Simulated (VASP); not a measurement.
# Ba2Os (I4/mmm) in VASP: further runs

Ba2Os is run at these levels: PBEsol, RPBE; tasks: single point, relaxation of cell and atoms.

All numbers are computed with VASP 6.6.1; they aren't measurements. Logs are shortened: lines on timing, memory, paths and dates and some standing lists are left out, and cuts for length are marked.

**1. The cell of the first run**

Symmetry: I4/mmm, No. 139, tetragonal system. Conventional cell: a = 3.648 Å, b = 3.648 Å, c = 14.811 Å, α = 90.00°, β = 90.00°, γ = 90.00°. Os (site symmetry 4/mmm) has 8 Ba at 3.13 Å and 4 Os at 3.65 Å within 4.1 Å. Within 4.1 Å of Ba (site symmetry 4mm) lie 4 Os at 3.13 Å and 5 Ba at 3.56 to 3.65 Å.

**2. Single point, PBEsol**

INCAR reads:

```
SYSTEM = Ba2Os
PREC = Accurate
ENCUT = 520
EDIFF = 1E-6
ISMEAR = -1
SIGMA = 0.1
LREAL = .False.
LASPH = .True.
NELM = 100
ALGO = Normal
ISIF = 2
LWAVE = .False.
LCHARG = .False.
GGA = PS
NBANDS = 21
```

KPOINTS reads:

```
regular mesh
0
Gamma
  5 5 5
  0 0 0
```

POSCAR reads:

```
Ba2Os
1.0
    0.0000000000      3.6475075424      0.0000001245
    3.6475075424      0.0000000000      0.0000001245
    1.8237540240      1.8237540240     -7.4053933451
Os Ba
1 2
Direct
    0.0000000000      0.0000000000      0.0000000000
    0.3797164642      0.3797164642      0.2405670715
    0.6202835358      0.6202835358      0.7594329285
```

Potentials or basis: VASP PAW PBE potentials, release 64 (Os, Ba_sv).

The run is started by

```bash
$ cat potpaw_PBE.64/Os/POTCAR potpaw_PBE.64/Ba_sv/POTCAR > POTCAR
$ mpirun -np 1 vasp_std > vasp.out
```

OUTCAR:

```text
SYSTEM = Ba2Os
   PREC = Accurate
   ENCUT = 520
   EDIFF = 1E-6
   ISMEAR = -1
   LREAL = .False.
   LASPH = .True.
   NELM = 100
   ISIF = 2
   GGA = PS

 ion  position               nearest neighbor table
   1  0.000  0.000  0.000-   2 3.13   3 3.13   3 3.13   3 3.13   2 3.13   2 3.13   3 3.13   2 3.13

   2  0.380  0.380  0.241-   1 3.13   1 3.13   1 3.13   1 3.13   3 3.56   3 4.63   3 4.63   3 4.63
                             3 4.63
   3  0.620  0.620  0.759-   1 3.13   1 3.13   1 3.13   1 3.13   2 3.56   2 4.63   2 4.63   2 4.63
                             2 4.63

  LATTYP: Found a body centered tetragonal cell.
 ALAT       =     3.6475075424
 C/A-ratio  =     4.0605226355

  Lattice vectors:

 A1 = (  -1.8237540240,   1.8237535184,   7.4053934696)
 A2 = (   1.8237535184,  -1.8237540240,   7.4053934696)
 A3 = (   1.8237540240,   1.8237540240,  -7.4053933451)

Analysis of symmetry for initial positions (statically):
=====================================================================
 Subroutine PRICEL returns:
 Original cell was already a primitive cell.

 Routine SETGRP: Setting up the symmetry group for a
 body centered tetragonal supercell.

 Subroutine GETGRP returns: Found 16 space group operations
 (whereof 16 operations were pure point group operations)
 out of a pool of 16 trial point group operations.

The static configuration has the point symmetry D_4h.

Analysis of symmetry for dynamics (positions and initial velocities):
=====================================================================
 Subroutine PRICEL returns:
 Original cell was already a primitive cell.

 Routine SETGRP: Setting up the symmetry group for a
 body centered tetragonal supercell.

 Subroutine GETGRP returns: Found 16 space group operations
 (whereof 16 operations were pure point group operations)
 out of a pool of 16 trial point group operations.

The dynamic configuration has the point symmetry D_4h.

 Subroutine INISYM returns: Found 16 space group operations
 (whereof 16 operations are pure point group operations),
 and found     1 'primitive' translations

----------------------------------------------------------------------------------------

                                     Primitive cell

  volume of cell :      98.5237

  direct lattice vectors                    reciprocal lattice vectors
     0.000000000  3.647507542  0.000000125    -0.000000002  0.274159815  0.067518366
     3.647507542  0.000000000  0.000000125     0.274159815 -0.000000002  0.067518366
     1.823754024  1.823754024 -7.405393345     0.000000005  0.000000005 -0.135036714

  length of vectors
     3.647507542  3.647507542  7.841684008     0.282351437  0.282351437  0.135036714

  position of ions in fractional coordinates (direct lattice)
     0.000000000  0.000000000  0.000000000
     0.379716464  0.379716464  0.240567072
     0.620283536  0.620283536  0.759432928

  ion indices of the primitive-cell ions
   primitive index   ion index
                 1           1
                 2           2
                 3           3

----------------------------------------------------------------------------------------

 KPOINTS: regular mesh

Automatic generation of k-mesh.
 Grid dimensions read from file:
 generate k-points for:    5    5    5

 Generating k-lattice:

  Cartesian coordinates                     Fractional coordinates (reciprocal lattice)
    -0.000000000  0.054831963  0.013503673     0.200000000  0.000000000  0.000000000
     0.054831963 -0.000000000  0.013503673     0.000000000  0.200000000  0.000000000
     0.000000001  0.000000001 -0.027007343     0.000000000  0.000000000  0.200000000

  Length of vectors
     0.056470287  0.056470287  0.027007343

  Shift w.r.t. Gamma in fractional coordinates (k-lattice)
     0.000000000  0.000000000  0.000000000

 Subroutine IBZKPT returns following result:
 ===========================================

 Found     18 irreducible k-points:

 Following reciprocal coordinates:
            Coordinates               Weight
  0.000000  0.000000  0.000000      1.000000
  0.200000 -0.000000 -0.000000      8.000000
  0.400000 -0.000000 -0.000000      8.000000
  0.200000  0.200000 -0.000000      8.000000
  0.400000  0.200000 -0.000000     16.000000
 -0.400000  0.200000 -0.000000     16.000000
[... 10 lines left out ...]
  0.000000  0.000000  0.400000      2.000000
 -0.200000  0.000000  0.400000      4.000000
   k-points           NKPTS =     18   k-points in BZ     NKDIM =     18   number of bands    NBANDS=     21
   number of dos      NEDOS =    301   number of ions     NIONS =      3
   total plane-waves  NPLWV =  47040
   dimension x,y,z NGX =    28 NGY =   28 NGZ =   60
   dimension x,y,z NGXF=    56 NGYF=   56 NGZF=  120
   ions per type =               1   2
   NGX,Y,Z   is equivalent  to a cutoff of  12.76, 12.76, 12.72 a.u.
   NGXF,Y,Z  is equivalent  to a cutoff of  25.52, 25.52, 25.44 a.u.
 SYSTEM =  Ba2Os
   PREC   = accura    normal or accurate (medium, high low for compatibility)
   ISTART =      0    job   : 0-new  1-cont  2-samecut
   ICHARG =      2    charge: 1-file 2-atom 10-const
   ISPIN  =      1    spin polarized calculation?
   LNONCOLLINEAR =      F non collinear calculations
   LSORBIT =      F    spin-orbit coupling
   LASPH  =      T    aspherical Exc in radial PAW
   ENCUT  =  520.0 eV  38.22 Ry    6.18 a.u.   6.78  6.78 14.58*2*pi/ulx,y,z
   NELM   =    100;   NELMIN=  2; NELMDL= -5     # of ELM steps
   EDIFF  = 0.1E-05   stopping-criterion for ELM
   LREAL  =      F    real-space projection
   EDIFFG = 0.1E-04   stopping-criterion for IOM
   NSW    =      0    number of steps for IOM
   IBRION =     -1    ionic relax: 0-MD 1-quasi-New 2-CG
   NFREE  =      0    steps in history (QN), initial steepest desc. (CG)
   ISIF   =      2    stress and relaxation
   ISYM   =      2    0-nonsym 1-usesym 2-fastsym
   POTIM  = 0.5000    time-step for ionic-motion
   TEBEG  =    0.0;   TEEND  =   0.0 temperature during run
   PSTRESS=    0.0 pullay stress
   NELECT =      28.0000    total number of electrons
   NUPDOWN=      -1.0000    fix difference up-down
   EMIN   =  10.00;   EMAX   =-10.00  energy-range for DOS
   EFERMI =   0.00;   METHOD = LEGACY
   ISMEAR =    -1;   SIGMA  =   0.10  broadening in eV -4-tet -1-fermi 0-gaus
   EFERMI_NEDOS =   21; number of points for ismear=-14 and -15
   IALGO  =     38    algorithm
   IMIX   =      4    mixing-type and parameters
     AMIX     =   0.40;   BMIX     =  1.00
     AMIX_MAG =   1.60;   BMIX_MAG =  1.00
  volume/ion in A,a.u.               =      32.84       221.62
  Fermi-wavevector in a.u.,A,eV,Ry     =   1.076335  2.033978 15.762299  1.158496
  Thomas-Fermi vector in A             =   2.212216
   LORBIT       =      0    0 simple, 1 ext, 2 COOP (PROOUT), +10 PAW based schemes
   GGA     = PS    functional components
   LHFCALC =     F    Hartree Fock is set to
   AEXX    =    0.0000 exact exchange contribution
   IVDW    =     0    specifies the selected vdW correction
   LEPSILON=     F    determine dielectric tensor
   LRPA    =     F    only Hartree local field effects (RPA)
 non-spin polarized calculation
  energy-cutoff  :      520.00
  volume of cell :       98.52
 maximum number of plane-waves:      2679
   NGX = 13   NGY = 13   NGZ = 29

 number of electron      28.0000000 magnetization

 Free energy of the ion-electron system (eV)
  ---------------------------------------------------
  ext. energy  EPLUGINS =         0.00000000
  ---------------------------------------------------
  free energy    TOTEN  =       -14.35025262 eV

  energy without entropy =      -14.23607246  energy(sigma->0) =      -14.29316254

 E-fermi :   3.2497     XC(G=0):  -9.5820

 val. band max:        3.1639583886   @ k =  -0.4000   0.2000  -0.0000
 cond. band min:       3.2623056989   @ k =  -0.2000  -0.2000   0.2000
 fundamental gap:      0.0983473103
 Fermi energy:         3.2496734641

 k-point     1 :       0.0000    0.0000    0.0000
  band No.  band energies     occupation
      1     -24.3097      2.00000
      2     -24.1839      2.00000
      3     -10.3340      2.00000
      4      -9.0871      2.00000
      5      -8.8839      2.00000
      6      -8.8839      2.00000
[... 13 lines left out ...]
     20       7.5175      0.00000
     21       7.5175      0.00000

 k-point     2 :       0.2000   -0.0000   -0.0000
  band No.  band energies     occupation
      1     -24.2501      2.00000
      2     -24.1379      2.00000
      3     -10.1854      2.00000
      4      -9.5096      2.00000
      5      -9.3838      2.00000
      6      -9.0840      2.00000
[... 13 lines left out ...]
     20       7.3493      0.00000
     21       7.6992      0.00000

 k-point     3 :       0.4000   -0.0000   -0.0000
  band No.  band energies     occupation
      1     -24.1503      2.00000
      2     -24.0620      2.00000
      3     -10.3563      2.00000
      4     -10.1221      2.00000
      5      -9.8912      2.00000
      6      -9.0907      2.00000
[... 13 lines left out ...]
     20       6.9806      0.00000
     21       7.3716      0.00000

 k-point     4 :       0.2000    0.2000   -0.0000
  band No.  band energies     occupation
      1     -24.1920      2.00000
      2     -24.0925      2.00000
      3     -10.0457      2.00000
      4      -9.5153      2.00000
      5      -9.3797      2.00000
      6      -9.3173      2.00000
[... 13 lines left out ...]
     20       6.9407      0.00000
     21       7.0093      0.00000

 k-point     5 :       0.4000    0.2000   -0.0000
  band No.  band energies     occupation
      1     -24.0993      2.00000
      2     -24.0130      2.00000
      3     -10.2477      2.00000
      4     -10.0622      2.00000
      5      -9.8220      2.00000
      6      -9.3218      2.00000
[... 13 lines left out ...]
     20       6.7742      0.00000
     21       7.7117      0.00000

 k-point     6 :      -0.4000    0.2000   -0.0000
  band No.  band energies     occupation
      1     -24.1023      2.00000
      2     -24.0099      2.00000
      3     -10.2403      2.00000
      4     -10.0610      2.00000
      5      -9.8684      2.00000
      6      -9.3150      2.00000
[... 13 lines left out ...]
     20       6.7437      0.00000
     21       7.1349      0.00000

 k-point     7 :      -0.2000    0.2000    0.0000
  band No.  band energies     occupation
      1     -24.1963      2.00000
      2     -24.0881      2.00000
      3     -10.0879      2.00000
      4      -9.5139      2.00000
      5      -9.3546      2.00000
      6      -9.3428      2.00000
[... 13 lines left out ...]
     20       6.9871      0.00000
     21       7.0026      0.00000
[... 147 lines left out ...]
      1     -24.0189      2.00000
      2     -23.9272      2.00000
      3     -10.0797      2.00000
      4     -10.0273      2.00000
      5      -9.9589      2.00000
      6      -9.9527      2.00000
[... 13 lines left out ...]
     20       7.2890      0.00000
     21       7.8602      0.00000

 k-point    15 :      -0.2000   -0.4000    0.2000
  band No.  band energies     occupation
      1     -24.0974      2.00000
      2     -24.0149      2.00000
      3     -10.2563      2.00000
      4     -10.0519      2.00000
      5      -9.7991      2.00000
      6      -9.3248      2.00000
[... 13 lines left out ...]
     20       7.2032      0.00000
     21       7.3813      0.00000

 k-point    16 :      -0.2000   -0.2000    0.2000
  band No.  band energies     occupation
      1     -24.1843      2.00000
      2     -24.1006      2.00000
      3      -9.9686      2.00000
      4      -9.4895      2.00000
      5      -9.3980      2.00000
      6      -9.3347      2.00000
[... 13 lines left out ...]
     20       6.8887      0.00000
     21       7.0012      0.00000

 k-point    17 :       0.0000    0.0000    0.4000
  band No.  band energies     occupation
      1     -24.2920      2.00000
      2     -24.2023      2.00000
      3     -10.1313      2.00000
      4      -9.3563      2.00000
      5      -8.9147      2.00000
      6      -8.9147      2.00000
[... 13 lines left out ...]
     20       6.9019      0.00000
     21       6.9019      0.00000

 k-point    18 :      -0.2000    0.0000    0.4000
  band No.  band energies     occupation
      1     -24.2351      2.00000
      2     -24.1535      2.00000
      3     -10.0287      2.00000
      4      -9.4987      2.00000
      5      -9.4188      2.00000
      6      -9.2584      2.00000
[... 13 lines left out ...]
     20       6.9250      0.00000
     21       7.5423      0.00000

------------------------ aborting loop because EDIFF is reached ----------------------------------------

  FORCE on cell =-STRESS in cart. coord.  units (eV):
  Direction    XX          YY          ZZ          XY          YZ          ZX
  --------------------------------------------------------------------------------------
  -------------------------------------------------------------------------------------
  Total        1.0408325      1.0408325      0.9274799      0.0000000      0.0000000      0.0000000
  in kB       16.9258662     16.9258662     15.0825425      0.0000000      0.0000001      0.0000001
  external PRESSURE =      16.3114250 kB  Pullay stress =       0.0000000 kB

 VOLUME and BASIS-vectors are now :
 -----------------------------------------------------------------------------
  energy-cutoff  :      520.00
  volume of cell :       98.52
      direct lattice vectors                 reciprocal lattice vectors
     0.000000000  3.647507542  0.000000125    -0.000000002  0.274159815  0.067518366
     3.647507542  0.000000000  0.000000125     0.274159815 -0.000000002  0.067518366
     1.823754024  1.823754024 -7.405393345     0.000000005  0.000000005 -0.135036714

 POSITION                                       TOTAL-FORCE (eV/Angst)
 -----------------------------------------------------------------------------------
      0.00000      0.00000      0.00000         0.000000      0.000000     -0.000000
      1.82375      1.82375     -1.78149         0.000000      0.000000     -0.263705
      3.64751      3.64751     -5.62390        -0.000000     -0.000000      0.263705
 -----------------------------------------------------------------------------------
    total drift:                               -0.000000     -0.000000      0.000000

  FREE ENERGIE OF THE ION-ELECTRON SYSTEM (eV)
  ---------------------------------------------------
  free  energy   TOTEN  =       -14.3502526152 eV

  energy  without entropy=      -14.2360724638  energy(sigma->0) =      -14.29316254
```

Wall time 34 s (1 thread of Intel Xeon Platinum 8259CL at 2.50GHz (Skylake/Cascade Lake), shared host); peak memory 0.22 GiB.

What came out:

```yaml
Free_energy: -14.3503 eV
Pressure: 1.6 GPa
Largest_force: 0.264 eV/Å
Band_gap_on_the_k_mesh: zero (band 14 reaches 3.16 eV, above the bottom of band 15 at 3.08 eV)
```

Forces in eV/Å, atoms in the order of the input:
```
Os   0.000  0.000  0.000
Ba   0.000  0.000 -0.264
Ba   0.000  0.000  0.264
```

Stress tensor (GPa, compression positive):
```
1.69 0.00 0.00
0.00 1.69 0.00
0.00 0.00 1.51
```

Caveat: the PAW data sets were made with another functional, which shifts forces and pressure a little; spin-orbit coupling is left out, which moves the levels of the heavy elements.

**3. Relaxation of cell and atoms, PBEsol**

This run uses another cell than the first one, of 42.62 Å³/atom, 1.298 times its volume.

INCAR reads:

```
SYSTEM = Ba2Os
  PREC = Accurate
  ENCUT = 600
  EDIFF = 1E-6
  ISMEAR = -1
  SIGMA = 0.1
  LREAL = .FALSE.
  LASPH = .TRUE.
  NELM = 100
  ALGO = Normal
  ISIF = 3
  LWAVE = .FALSE.
  LCHARG = .FALSE.
  GGA = PS
  IBRION = 2
  NSW = 60
  EDIFFG = -0.01
```

KPOINTS reads:

```
regular mesh
0
G
  5 5 5
  0 0 0
```

POSCAR reads:

```
Ba2Os
1.0
    0.0000000000      4.1576432700      0.0000000000
    4.1576432700      0.0000000000      0.0000000000
    2.0788221400      2.0788221400     -7.3965566500
Os Ba
1 2
Direct
    0.0000000000      0.0000000000      0.0000000000
    0.3700000000      0.3700000000      0.2600000000
    0.6300000000      0.6300000000      0.7400000000
```

Potentials or basis: VASP PAW PBE potentials, release 64 (Os, Ba_sv).

The run is started by

```bash
$ cat potpaw_PBE.64/Os/POTCAR potpaw_PBE.64/Ba_sv/POTCAR > POTCAR
$ mpirun -np 1 vasp_std > vasp.out
```

It took 9.7 min on 1 thread of Intel Xeon Platinum 8259CL at 2.50GHz (Skylake/Cascade Lake), shared host; peak memory 0.32 GiB.

Results (log left out):

```
Free energy                            : -14.3700 eV
Relaxed volume                         : 34.10 Å³/atom
Relaxed cell                           : a = 3.705 Å, b = 3.705 Å, c = 7.900 Å, α = 76.44°, β = 76.44°, γ = 90.00°
Space group after relaxing (to 0.05 Å) : I4/mmm (No. 139)
Energy gained by relaxing              : 291.4 meV/atom
Ionic steps                            : 20
Pressure after relaxing                : 0.0 GPa
Band gap on the k mesh                 : zero (band 14 reaches 2.96 eV, above the bottom of band 15 at 2.88 eV)
```

Step by step:
| step | energy change (eV) | largest force (eV/Å) | pressure (GPa) | volume (Å³) |
| --- | --- | --- | --- | --- |
| 1 | 0.0000 | 1.2011 | -6.23 | 127.86 |
| 2 | -0.8368 | 0.0705 | -0.71 | 99.59 |
| 3 | -0.8402 | 0.1917 | -0.09 | 98.17 |
| 4 | -0.8574 | 0.0699 | -0.03 | 97.53 |
| 5 | -0.8650 | 0.0833 | 0.05 | 96.57 |
| 6 | -0.8651 | 0.0708 | 0.05 | 96.66 |
| 7 | -0.8659 | 0.0603 | 0.07 | 96.80 |
| 8 | -0.8677 | 0.0313 | 0.19 | 97.21 |
| 9 | -0.8699 | 0.0253 | 0.40 | 98.02 |
| 10 | -0.8683 | 0.1355 | 0.85 | 99.61 |
| 11 | -0.8702 | 0.0623 | 0.55 | 98.49 |
| 12 | -0.8705 | 0.0587 | 0.54 | 98.61 |
| 13 | -0.8712 | 0.0476 | 0.48 | 98.96 |
| 14 | -0.8723 | 0.0266 | 0.34 | 99.65 |
| 15 | -0.8736 | 0.0143 | 0.09 | 101.05 |
| 16 | -0.8737 | 0.0276 | 0.03 | 101.48 |
| 17 | -0.8737 | 0.0331 | 0.00 | 101.67 |
| 18 | -0.8738 | 0.0294 | 0.00 | 101.73 |
| 19 | -0.8740 | 0.0203 | 0.00 | 101.92 |
| 20 | -0.8741 | 0.0004 | -0.02 | 102.29 |

Final structure:
```xyz
3
Lattice="0.0000 3.7048 0.0000 3.7048 0.0000 0.0000 1.8524 1.8524 -7.4526" Properties=species:S:1:pos:R:3 pbc="T T T"
Os    3.7048    3.7048    0.0000
Ba    1.8524    1.8524   -1.7957
Ba    3.7048    3.7048   -5.6569
```

Levels at points of the mesh, in eV from the Fermi level:
| k point | band 12 | band 13 | band 14 | band 15 | band 16 | band 17 |
| --- | --- | --- | --- | --- | --- | --- |
| (0.00, 0.00, 0.00) | -0.56 | -0.17 | -0.17 | -0.15 | 0.46 | 1.01 |

Caveat: the volume moved by over 15 % at a fixed basis, so the end points are rough; the PAW data sets were made with another functional, which shifts forces and pressure a little; spin-orbit coupling is left out, which moves the levels of the heavy elements.

**4. Single point, RPBE**

This run uses another cell than the first one, of 40.07 Å³/atom, 1.220 times its volume.

INCAR reads:

```
SYSTEM = Ba2Os
  ALGO = Normal
  EDIFF = 1E-6
  ENCUT = 520
  GGA = RP
  ISIF = 2
  ISMEAR = -1
  LASPH = .True.
  LCHARG = .False.
  LREAL = .False.
  LWAVE = .False.
  NBANDS = 21
  NELM = 100
  PREC = Accurate
  SIGMA = 0.1
```

KPOINTS reads:

```
k-points
0
Gamma
  5 5 5
  0 0 0
```

POSCAR reads:

```
Ba2Os
1.0
    0.0000000000      3.8237957516      0.0000001305
    3.8237957516      0.0000000000      0.0000001305
    1.9118981564      1.9118981564     -8.2207018435
Os Ba
1 2
Direct
    0.0000000000      0.0000000000      0.0000000000
    0.3900086058      0.3900086058      0.2199827885
    0.6099913942      0.6099913942      0.7800172115
```

The run is started by

```bash
$ cat potpaw_PBE.64/Os/POTCAR potpaw_PBE.64/Ba_sv/POTCAR > POTCAR
$ mpirun -np 1 vasp_std > vasp.out
```

Run time: 41 s. Hardware: 1 thread of Intel Xeon Platinum 8259CL at 2.50GHz (Skylake/Cascade Lake), shared host; peak memory 0.23 GiB.

Results (log left out):

```
Free energy            : -11.8156 eV
Pressure               : 0.9 GPa
Largest force          : 0.180 eV/Å
Band gap on the k mesh : zero (band 14 reaches 2.41 eV, above the bottom of band 15 at 2.29 eV)
```

Forces in eV/Å, atoms in the order of the input:
```
Os   0.000  0.000  0.000
Ba   0.000  0.000 -0.180
Ba   0.000  0.000  0.180
```

Stress tensor (GPa, compression positive):
```
0.90 0.00 0.00
0.00 0.90 0.00
0.00 0.00 0.83
```

Levels at points of the mesh, in eV from the Fermi level:
| k point | band 12 | band 13 | band 14 | band 15 | band 16 | band 17 |
| --- | --- | --- | --- | --- | --- | --- |
| (0.00, 0.00, 0.00) | -0.51 | -0.15 | -0.10 | -0.10 | -0.06 | 1.33 |

Caveat: the PAW data sets were made with another functional, which shifts forces and pressure a little; spin-orbit coupling is left out, which moves the levels of the heavy elements.

(Continued in part 2 of 2.)
